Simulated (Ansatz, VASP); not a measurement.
**Two plane-wave programs on SnO**

```
Sn O
1.0
     3.81370    0.00000    0.00000
     0.00000    3.81370    0.00000
     0.00000    0.00000    4.88691
Sn O
2 2
Direct
  0.50000 0.00000 0.76463
  0.00000 0.50000 0.23537
  0.00000 0.00000 0.00000
  0.50000 0.50000 0.00000
```

Alike in both runs: functional BLYP; k mesh 7 × 7 × 6; occupations fermi-dirac, width 0.05 eV; no spin polarisation.

|  | VASP | Ansatz |
| --- | --- | --- |
| version | VASP 6.6.1 | Ansatz 0.2.0 |
| potentials or method | VASP PAW PBE potentials, release 64 (Sn_d, O) | Ansatz PAW |
| plane-wave cutoff (eV) | 520 | 420 |
| valence electrons in the cell | 40 | 40 |
| task | single point | band structure |

```csv
,VASP,Ansatz,Ansatz less VASP
gap on the k mesh at the Fermi level (eV),0.58,0.59,+0.011
least direct gap on the mesh (eV),2.20,2.24,+0.042
pressure (GPa),8.4,8.1,-0.30
"traceless stress, the component that is largest in VASP (GPa)",-1.10,-1.14,-0.040
rms of the force components (eV/Å),0.265,0.221,-0.0442
```

VASP's potentials were made for PBE, not for BLYP. Atom by atom the forces differ by 0.044 eV/Å (rms over components).

Noted on Ansatz's run: the k mesh misses the band edges, so the gap on the mesh is wider than the one along the path.
